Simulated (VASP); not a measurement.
# TiO2 (P4_2/mnm) in VASP: further runs

The runs below take TiO2 through single point, with r2SCAN+U.

Program: VASP 6.6.1. These are calculated values, not measurements. Logs are shortened: lines on timing, memory, paths and dates and some standing lists are left out, and cuts for length are marked.

## 1. The cell of the first run

It takes space group P4_2/mnm (No. 136, tetragonal). The conventional cell has a = 4.594 Å, b = 4.594 Å, c = 2.959 Å, α = 90.00°, β = 90.00°, γ = 90.00°. Within 2.6 Å of Ti (site symmetry mmm) lie 6 O at 1.94 to 1.99 Å. O (site symmetry m2m) has 3 Ti at 1.94 to 1.99 Å and 1 O at 2.52 Å within 2.6 Å.

## 2. Single point, r2SCAN+U, collinear spin, zero start

Input file POSCAR:

```
TiO2
1.0
    4.5940000000      0.0000000000      0.0000000000
    0.0000000000      4.5940000000      0.0000000000
    0.0000000000      0.0000000000      2.9590000000
Ti O
2 4
Direct
    0.0000000000      0.0000000000      0.0000000000
    0.5000000000      0.5000000000      0.5000000000
    0.3060000000      0.3060000000      0.0000000000
    0.1940000000      0.8060000000      0.5000000000
    0.6940000000      0.6940000000      0.0000000000
    0.8060000000      0.1940000000      0.5000000000
```

Input file INCAR.step1:

```
SYSTEM = TiO2
  PREC = Accurate
  ENCUT = 660
  ISMEAR = 0
  SIGMA = 0.05
  LREAL = .FALSE.
  LASPH = .TRUE.
  NELM = 200
  ISPIN = 2
  MAGMOM = 0 0 0 0 0 0
  LMAXMIX = 4
  LDAU = .TRUE.
  LDAUTYPE = 2
  LDAUL = 2 -1
  LDAUU = 1.1 0
  LDAUJ = 0 0
  NBANDS = 37
  GGA = PE
  ALGO = Normal
  EDIFF = 1E-5
  LWAVE = .TRUE.
  LCHARG = .FALSE.
  GGA_COMPAT = .FALSE.
```

Input file INCAR.step2:

```
SYSTEM = TiO2
  PREC = Accurate
  ENCUT = 660
  EDIFF = 1E-6
  ISMEAR = 0
  SIGMA = 0.05
  LREAL = .FALSE.
  LASPH = .TRUE.
  NELM = 200
  ALGO = Normal
  ISIF = 2
  LWAVE = .FALSE.
  LCHARG = .FALSE.
  ISPIN = 2
  MAGMOM = 0 0 0 0 0 0
  LORBIT = 11
  LMAXMIX = 4
  LDAU = .TRUE.
  LDAUTYPE = 2
  LDAUL = 2 -1
  LDAUU = 1.1 0
  LDAUJ = 0 0
  LDAUPRINT = 1
  METAGGA = R2SCAN
  LMIXTAU = .TRUE.
  NBANDS = 37
  ISTART = 1
  GGA_COMPAT = .FALSE.
```

Input file KPOINTS:

```
regular mesh
0
G
  4 4 7
  0 0 0
```

Potentials or basis: VASP PAW PBE potentials, release 64 (Ti_sv, O).

Started as:

```sh
cat potpaw_PBE.64/Ti_sv/POTCAR potpaw_PBE.64/O/POTCAR > POTCAR
cp INCAR.step1 INCAR
mpirun -np 1 vasp_std > vasp.out
cp INCAR.step2 INCAR
mpirun -np 1 vasp_std > vasp.out
```

OUTCAR:

```text
SYSTEM = TiO2
   PREC = Accurate
   ENCUT = 660
   EDIFF = 1E-6
   ISMEAR = 0
   LREAL = .FALSE.
   LASPH = .TRUE.
   NELM = 200
   ISIF = 2
   ISPIN = 2
   LORBIT = 11
   METAGGA = R2SCAN
   ISTART = 1

 ion  position               nearest neighbor table
   1  0.000  0.000  0.000-   4 1.94   6 1.94   4 1.94   6 1.94   5 1.99   3 1.99
   2  0.500  0.500  0.500-   3 1.94   5 1.94   3 1.94   5 1.94   4 1.99   6 1.99
   3  0.306  0.306  0.000-   2 1.94   2 1.94   1 1.99
   4  0.194  0.806  0.500-   1 1.94   1 1.94   2 1.99
   5  0.694  0.694  0.000-   2 1.94   2 1.94   1 1.99
   6  0.806  0.194  0.500-   1 1.94   1 1.94   2 1.99

  LATTYP: Found a simple tetragonal cell.
 ALAT       =     4.5940000000
 C/A-ratio  =     0.6441010013

  Lattice vectors:

 A1 = (   4.5940000000,   0.0000000000,   0.0000000000)
 A2 = (   0.0000000000,   4.5940000000,   0.0000000000)
 A3 = (   0.0000000000,   0.0000000000,   2.9590000000)

Analysis of symmetry for initial positions (statically):
=====================================================================
 Subroutine PRICEL returns:
 Original cell was already a primitive cell.

 Routine SETGRP: Setting up the symmetry group for a
 simple tetragonal supercell.

 Subroutine GETGRP returns: Found 16 space group operations
 (whereof  8 operations were pure point group operations)
 out of a pool of 16 trial point group operations.

The static configuration has the point symmetry D_2h.
 The point group associated with its full space group is D_4h.

Analysis of symmetry for dynamics (positions and initial velocities):
=====================================================================
 Subroutine PRICEL returns:
 Original cell was already a primitive cell.

 Routine SETGRP: Setting up the symmetry group for a
 simple tetragonal supercell.

 Subroutine GETGRP returns: Found 16 space group operations
 (whereof  8 operations were pure point group operations)
 out of a pool of 16 trial point group operations.

The dynamic configuration has the point symmetry D_2h.
 The point group associated with its full space group is D_4h.

Analysis of structural, dynamic, and magnetic symmetry:
=====================================================================
 Subroutine PRICEL returns:
 Original cell was already a primitive cell.

 Routine SETGRP: Setting up the symmetry group for a
 simple tetragonal supercell.

 Subroutine GETGRP returns: Found 16 space group operations
 (whereof  8 operations were pure point group operations)
 out of a pool of 16 trial point group operations.

The overall configuration has the point symmetry D_2h.
 The point group associated with its full space group is D_4h.

 Subroutine INISYM returns: Found 16 space group operations
 (whereof  8 operations are pure point group operations),
 and found     1 'primitive' translations

----------------------------------------------------------------------------------------

                                     Primitive cell

  volume of cell :      62.4492

  direct lattice vectors                    reciprocal lattice vectors
     4.594000000  0.000000000  0.000000000     0.217675229  0.000000000  0.000000000
     0.000000000  4.594000000  0.000000000     0.000000000  0.217675229  0.000000000
     0.000000000  0.000000000  2.959000000     0.000000000  0.000000000  0.337952011

  length of vectors
     4.594000000  4.594000000  2.959000000     0.217675229  0.217675229  0.337952011

[... 158 lines left out ...]
  o =  0.1038  v = -0.0000 -0.0000 -0.0000  0.0000  1.0000  0.0000  0.0000  0.0000  0.0000  0.0000      0.0000  0.0000  0.0000  0.0000  0.0000  0.0000  0.0000  0.0000  0.0000  0.0000
  o =  0.1038  v =  0.0000  0.0000  0.0000  0.0000  0.0000 -0.0000 -0.0000 -0.0000  0.0000  1.0000      0.0000  0.0000  0.0000  0.0000  0.0000  0.0000  0.0000  0.0000  0.0000  0.0000
  o =  0.2465  v =  0.0000  0.0000  0.0000  0.0000  0.0000 -0.8330  0.0000  0.5533  0.0000 -0.0000      0.0000  0.0000  0.0000  0.0000  0.0000  0.0000  0.0000  0.0000  0.0000  0.0000
  o =  0.2465  v = -0.8330  0.0000  0.5533  0.0000 -0.0000  0.0000  0.0000  0.0000  0.0000  0.0000      0.0000  0.0000  0.0000  0.0000  0.0000  0.0000  0.0000  0.0000  0.0000  0.0000
  o =  0.2767  v =  0.0000  0.0000  0.0000  0.0000  0.0000  0.0000  0.7071  0.0000 -0.7071  0.0000      0.0000  0.0000  0.0000  0.0000  0.0000  0.0000  0.0000  0.0000  0.0000  0.0000
  o =  0.2767  v =  0.0000  0.7071  0.0000 -0.7071  0.0000  0.0000  0.0000  0.0000  0.0000  0.0000      0.0000  0.0000  0.0000  0.0000  0.0000  0.0000  0.0000  0.0000  0.0000  0.0000

atom =   2  type =  1  l = 2

 onsite density matrix

spin component  1

  0.1979  0.0000  0.0733  0.0000 -0.0000
  0.0000  0.1902  0.0000  0.0866  0.0000
  0.0733  0.0000  0.1362  0.0000  0.0000
  0.0000  0.0866  0.0000  0.1902  0.0000
 -0.0000  0.0000  0.0000  0.0000  0.1038

spin component  2

  0.1979  0.0000  0.0733  0.0000 -0.0000
  0.0000  0.1902  0.0000  0.0866  0.0000
  0.0733  0.0000  0.1362  0.0000  0.0000
  0.0000  0.0866  0.0000  0.1902  0.0000
 -0.0000  0.0000  0.0000  0.0000  0.1038

 occupancies and eigenvectors

  o =  0.0875  v =  0.0000  0.0000  0.0000  0.0000  0.0000 -0.5533  0.0000  0.8330 -0.0000 -0.0000      0.0000  0.0000  0.0000  0.0000  0.0000  0.0000  0.0000  0.0000  0.0000  0.0000
  o =  0.0875  v = -0.5533 -0.0000  0.8330  0.0000 -0.0000  0.0000  0.0000  0.0000  0.0000  0.0000      0.0000  0.0000  0.0000  0.0000  0.0000  0.0000  0.0000  0.0000  0.0000  0.0000
  o =  0.1036  v =  0.0000  0.7071  0.0000 -0.7071 -0.0000  0.0000  0.0000  0.0000  0.0000  0.0000      0.0000  0.0000  0.0000  0.0000  0.0000  0.0000  0.0000  0.0000  0.0000  0.0000
  o =  0.1036  v =  0.0000  0.0000  0.0000  0.0000  0.0000 -0.0000 -0.7071  0.0000  0.7071  0.0000      0.0000  0.0000  0.0000  0.0000  0.0000  0.0000  0.0000  0.0000  0.0000  0.0000
  o =  0.1038  v = -0.0000  0.0000  0.0000  0.0000  1.0000  0.0000  0.0000  0.0000  0.0000  0.0000      0.0000  0.0000  0.0000  0.0000  0.0000  0.0000  0.0000  0.0000  0.0000  0.0000
  o =  0.1038  v =  0.0000  0.0000  0.0000  0.0000  0.0000  0.0000 -0.0000 -0.0000  0.0000 -1.0000      0.0000  0.0000  0.0000  0.0000  0.0000  0.0000  0.0000  0.0000  0.0000  0.0000
  o =  0.2465  v =  0.0000  0.0000  0.0000  0.0000  0.0000 -0.8330 -0.0000 -0.5533 -0.0000 -0.0000      0.0000  0.0000  0.0000  0.0000  0.0000  0.0000  0.0000  0.0000  0.0000  0.0000
  o =  0.2465  v = -0.8330 -0.0000 -0.5533  0.0000 -0.0000  0.0000  0.0000  0.0000  0.0000  0.0000      0.0000  0.0000  0.0000  0.0000  0.0000  0.0000  0.0000  0.0000  0.0000  0.0000
  o =  0.2767  v =  0.0000  0.0000  0.0000  0.0000  0.0000  0.0000 -0.7071  0.0000 -0.7071  0.0000      0.0000  0.0000  0.0000  0.0000  0.0000  0.0000  0.0000  0.0000  0.0000  0.0000
  o =  0.2767  v =  0.0000 -0.7071  0.0000 -0.7071  0.0000  0.0000  0.0000  0.0000  0.0000  0.0000      0.0000  0.0000  0.0000  0.0000  0.0000  0.0000  0.0000  0.0000  0.0000  0.0000

 number of electron      48.0000001 magnetization      -0.0000000

 Free energy of the ion-electron system (eV)
  ---------------------------------------------------
  ext. energy  EPLUGINS =         0.00000000
  ---------------------------------------------------
  free energy    TOTEN  =       -68.36177396 eV

  energy without entropy =      -68.36177396  energy(sigma->0) =      -68.36177396

 E-fermi :   4.9027     XC(G=0): -12.1513

 val. band max:        4.5969418843   @ k =   0.0000   0.0000   0.0000
 cond. band min:       7.0236545047   @ k =   0.0000   0.0000   0.0000
 fundamental gap:      2.4267126204
 Fermi energy:         4.9027307324

 spin component 1

 k-point     1 :       0.0000    0.0000    0.0000
  band No.  band energies     occupation
      1     -54.7943      1.00000
      2     -54.7768      1.00000
      3     -30.0467      1.00000
      4     -30.0467      1.00000
      5     -29.8712      1.00000
      6     -29.8712      1.00000
[... 925 lines left out ...]
     35      16.9757      0.00000
     36      16.9757      0.00000
 Fermi energy:         4.9027307324

 spin component 2

 k-point     1 :       0.0000    0.0000    0.0000
  band No.  band energies     occupation
      1     -54.7943      1.00000
      2     -54.7768      1.00000
      3     -30.0467      1.00000
      4     -30.0467      1.00000
      5     -29.8712      1.00000
      6     -29.8712      1.00000
[... 925 lines left out ...]
     35      16.9757      0.00000
     36      16.9757      0.00000
 [bands above 36 left out]

------------------------ aborting loop because EDIFF is reached ----------------------------------------

  FORCE on cell =-STRESS in cart. coord.  units (eV):
  Direction    XX          YY          ZZ          XY          YZ          ZX
  --------------------------------------------------------------------------------------
  -------------------------------------------------------------------------------------
  Total        1.0634307      1.0634307      1.6849391     -0.0000000      0.0000000      0.0000000
  in kB       27.2830441     27.2830441     43.2282696     -0.0000000      0.0000000      0.0000000
  external PRESSURE =      32.5981193 kB  Pullay stress =       0.0000000 kB

 VOLUME and BASIS-vectors are now :
 -----------------------------------------------------------------------------
  energy-cutoff  :      660.00
  volume of cell :       62.45
      direct lattice vectors                 reciprocal lattice vectors
     4.594000000  0.000000000  0.000000000     0.217675229  0.000000000  0.000000000
     0.000000000  4.594000000  0.000000000     0.000000000  0.217675229  0.000000000
     0.000000000  0.000000000  2.959000000     0.000000000  0.000000000  0.337952011

 POSITION                                       TOTAL-FORCE (eV/Angst)
 -----------------------------------------------------------------------------------
      0.00000      0.00000      0.00000        -0.000000     -0.000000      0.000000
      2.29700      2.29700      1.47950        -0.000000     -0.000000      0.000000
      1.40576      1.40576      0.00000        -0.186141     -0.186141      0.000000
      0.89124      3.70276      1.47950         0.186141     -0.186141      0.000000
      3.18824      3.18824      0.00000         0.186141      0.186141      0.000000
      3.70276      0.89124      1.47950        -0.186141      0.186141      0.000000
 -----------------------------------------------------------------------------------
    total drift:                                0.000000      0.000000     -0.000000

  FREE ENERGIE OF THE ION-ELECTRON SYSTEM (eV)
  ---------------------------------------------------
  free  energy   TOTEN  =       -68.3617739637 eV

  energy  without entropy=      -68.3617739637  energy(sigma->0) =      -68.36177396

 total charge

# of ion       s       p       d       tot
------------------------------------------
    1        2.221   6.308   1.608  10.136
    2        2.221   6.308   1.608  10.136
    3        1.572   3.545   0.000   5.117
    4        1.572   3.545   0.000   5.117
    5        1.572   3.545   0.000   5.117
    6        1.572   3.545   0.000   5.117
--------------------------------------------------
tot         10.732  26.794   3.215  40.742

 magnetization (x)

# of ion       s       p       d       tot
------------------------------------------
    1        0.000   0.000   0.000   0.000
    2        0.000   0.000   0.000   0.000
    3       -0.000  -0.000   0.000  -0.000
    4       -0.000  -0.000   0.000  -0.000
    5       -0.000  -0.000   0.000  -0.000
    6       -0.000  -0.000   0.000  -0.000
--------------------------------------------------
tot          0.000  -0.000   0.000  -0.000
```

Wall time 18 min (1 thread of Intel Xeon 8259CL, shared host); peak memory 0.32 GiB.

Results:

* Free energy: -68.3618 eV
* Pressure: 3.3 GPa
* Largest force: 0.263 eV/Å
* Band gap on the k mesh: 2.43 eV
* Net moment: 0.00 μB per cell
* Valence electrons inside the program's atomic spheres: Ti 10.14; O 5.12

Forces on the atoms (eV/Å):
```
Ti   0.000  0.000  0.000
Ti   0.000  0.000  0.000
O   -0.186 -0.186  0.000
O    0.186 -0.186  0.000
O    0.186  0.186  0.000
O   -0.186  0.186  0.000
```

Stress tensor (GPa, compression positive):
```
2.73 0.00 0.00
0.00 2.73 0.00
0.00 0.00 4.32
```

Levels at points of the mesh, in eV from the valence-band top:
Spin up:
```tsv
k point	band 20	band 21	band 22	band 23	band 24	band 25	band 26	band 27	band 28	band 29
(0.00, 0.00, 0.00)	-2.10	-0.78	-0.48	-0.48	0.00	2.43	2.77	2.99	3.06	3.06
(0.50, 0.00, 0.00)	-3.10	-1.69	-1.69	-0.78	-0.78	3.12	3.12	3.57	3.57	4.12
(0.50, 0.50, 0.00)	-2.15	-1.41	-1.41	-1.10	-1.10	2.46	2.46	3.08	3.08	4.37
```
Spin down:
```csv
k point,band 22,band 23,band 24,band 25,band 26,band 27
"(0.00, 0.00, 0.00)",-0.48,-0.48,0.00,2.43,2.77,2.99
"(0.50, 0.00, 0.00)",-1.69,-0.78,-0.78,3.12,3.12,3.57
"(0.50, 0.50, 0.00)",-1.41,-1.10,-1.10,2.46,2.46,3.08
```

Eigenvalues of the final occupation matrices:
| site | spin | trace | eigenvalues |
| --- | --- | --- | --- |
| site 1 d | 1 | 0.82 | 0.09 0.10 0.10 0.25 0.28 |
| site 1 d | 2 | 0.82 | 0.09 0.10 0.10 0.25 0.28 |
| site 2 d | 1 | 0.82 | 0.09 0.10 0.10 0.25 0.28 |
| site 2 d | 2 | 0.82 | 0.09 0.10 0.10 0.25 0.28 |

Caveat: the cell stands under pressure; the PAW data sets were made with another functional, which shifts forces and pressure a little; an odd mesh through Γ misses points on the zone boundary, where band edges can lie.

(Continued in part 2 of 2.)
